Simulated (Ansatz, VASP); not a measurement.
**SbTe2O: VASP beside Ansatz**

```xyz
4
Lattice="5.6005 0.0000 0.0000 -2.8003 4.8502 0.0000 0.0000 0.0000 4.0374" Properties=species:S:1:pos:R:3 pbc="T T T"
Sb    0.0000    0.0000    0.0000
Te    0.0000    3.2335    0.0000
Te    2.8003    1.6167    0.0000
O     0.0000    0.0000    2.0187
```

Alike in both runs: task relaxation of cell and atoms; functional PBE; k mesh 12 × 12 × 12; occupations gaussian, width 0.1 eV; no spin polarisation.

```csv
,VASP,Ansatz
version,VASP 6.6.1,Ansatz 0.2.0
potentials or method,"VASP PAW PBE potentials, release 64 (Sb, Te, O), cutoff 600 eV","scalar-relativistic, plane waves, PAW"
valence electrons in the cell,23,53
```

VASP gave:

| Quantity | Value |
| --- | --- |
| gap on the k mesh at the Fermi level, each at its own relaxed structure (eV) | none |
| relaxed volume (Å³/atom) | 27.32 |
| relaxed cell length with the largest relative difference (Å) | 5.587 |

Which values does Ansatz return?

gap on the k mesh at the Fermi level, each at its own relaxed structure (eV): none; relaxed volume (Å³/atom): 27.40; relaxed cell length with the largest relative difference (Å): 5.595.

A gap of «none» marks a metal or a gap that the smearing closes. VASP's potentials hold 23 valence electrons a cell and Ansatz's 53, so a difference there can come from the potentials and not from the codes.

Spin-orbit coupling is off throughout.
